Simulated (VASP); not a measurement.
Set up this calculation in VASP 6.6.1, as the native input.

| Property | Result |
| --- | --- |
| Task | single point |
| Functional | PBE |
| Potentials or basis | VASP PAW PBE potentials, release 64 (Si, C) |
| Cutoff | 520 eV |
| k mesh | 10 × 10 × 6 |
| Occupations | gaussian, width 0.05 eV |
| Spin | no spin polarisation |
| Dipole correction | no |
| Further INCAR settings | ALGO = Normal; EDIFF = 1e-06; NBANDS = 16 |

The structure of SiC lies in POSCAR:

```
SiC
1.0
    0.0000000000     -2.1898640950     -2.1898640950
    0.0000000000      2.1898640950     -2.1898640950
    4.3797281900      0.0000000000      0.0000000000
Si C
2 2
Direct
    0.4657512993      0.5342487007      0.5000000000
    0.0342487007     -0.0342487007      0.0000000000
    0.9774856853      0.4774856853      0.2500000000
    0.5225143147      0.0225143147      0.7500000000
```

This cell differs from its parent crystal: atoms displaced along a vibrational mode.

The input as run:

INCAR

```
SYSTEM = SiC
  PREC = Accurate
  ENCUT = 520
  EDIFF = 1E-6
  ISMEAR = 0
  SIGMA = 0.05
  LREAL = .FALSE.
  LASPH = .TRUE.
  NELM = 100
  ALGO = Normal
  ISIF = 2
  LWAVE = .FALSE.
  LCHARG = .FALSE.
  GGA = PE
  NBANDS = 16
```

KPOINTS

```
regular mesh
0
G
  10 10 6
  0 0 0
```

Potentials or basis: VASP PAW PBE potentials, release 64 (Si, C).

Command:

```console
$ cat potpaw_PBE.64/Si/POTCAR potpaw_PBE.64/C/POTCAR > POTCAR
$ mpirun -np 1 vasp_std > vasp.out
```

Results of the run:

| Item | Value |
| --- | --- |
| Pressure | -0.5 GPa |
| Largest force | 1.967 eV/Å |
| Band gap on the k mesh | 1.18 eV (least direct gap 1.26 eV) |

Caveat: the cell differs from its parent crystal (atoms displaced along a vibrational mode); forces of over 1 eV/Å act on the atoms, so gaps and moduli don't describe the material at rest.

Wall time 62 s on 1 thread of Intel Xeon 6455B (shared host), peak memory 0.2 GiB.
